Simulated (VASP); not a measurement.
Set up this calculation in VASP 6.6.1, as the native input.

* Task: single point
* Functional: PBE
* Potentials or basis: VASP PAW PBE potentials, release 64 (Fe)
* Cutoff: 520 eV
* k mesh: 12 × 12 × 12
* Occupations: fermi-dirac, width 0.1 eV
* Spin: collinear spin, ferromagnetic start
* Starting moments: [0.4] μB
* Dipole correction: no
* Further INCAR settings: ALGO = Normal; EDIFF = 1e-07; NBANDS = 14

The structure of Fe lies in POSCAR:

```
Fe
1.0
    0.0000000000      1.8260000000      1.8260000000
    1.8260000000      0.0000000000      1.8260000000
    1.8260000000      1.8260000000      0.0000000000
Fe
1
Direct
    0.0000000000      0.0000000000      0.0000000000
```

One way to write it, as run:

INCAR

```
SYSTEM = Fe
ALGO     = Normal         ! electronic algorithm
EDIFF    = 1E-7           ! SCF threshold, eV
ENCUT    = 520            ! plane-wave cutoff, eV
GGA      = PE             ! functional
ISIF     = 2              ! what is computed and relaxed
ISMEAR   = -1             ! smearing method
ISPIN    = 2              ! spin polarisation
LASPH    = .TRUE.         ! aspherical terms in the spheres
LCHARG   = .TRUE.         ! write CHGCAR
LELF     = .TRUE.         ! ELF
LMAXMIX  = 4              ! l up to which the mixer works
LORBIT   = 11             ! projections on sites
LREAL    = .FALSE.        ! projectors in reciprocal space
LVHAR    = .TRUE.       
LWAVE    = .FALSE.        ! write WAVECAR
MAGMOM   = 0.4            ! initial moments
NBANDS   = 14             ! bands
NELM     = 150            ! most SCF steps
PREC     = Accurate       ! precision mode
SIGMA    = 0.1            ! smearing width, eV
```

KPOINTS

```
k-points
0
G
  12 12 12
  0 0 0
```

Potentials or basis: VASP PAW PBE potentials, release 64 (Fe).

Command:

```console
$ cat potpaw_PBE.64/Fe/POTCAR > POTCAR
$ mpirun -np 1 vasp_std > vasp.out
```

It gave:

```
Pressure                                              : -32.3 GPa
Band gap on the k mesh                                : zero (filled and empty bands overlap)
Net moment                                            : 0.00 μB per cell
Valence electrons inside the program's atomic spheres : Fe 7.12
```

It took 18 s on 1 thread of Intel(R) Xeon(R) 6975P-C (Granite Rapids), on a shared host, peak memory 0.14 GiB.
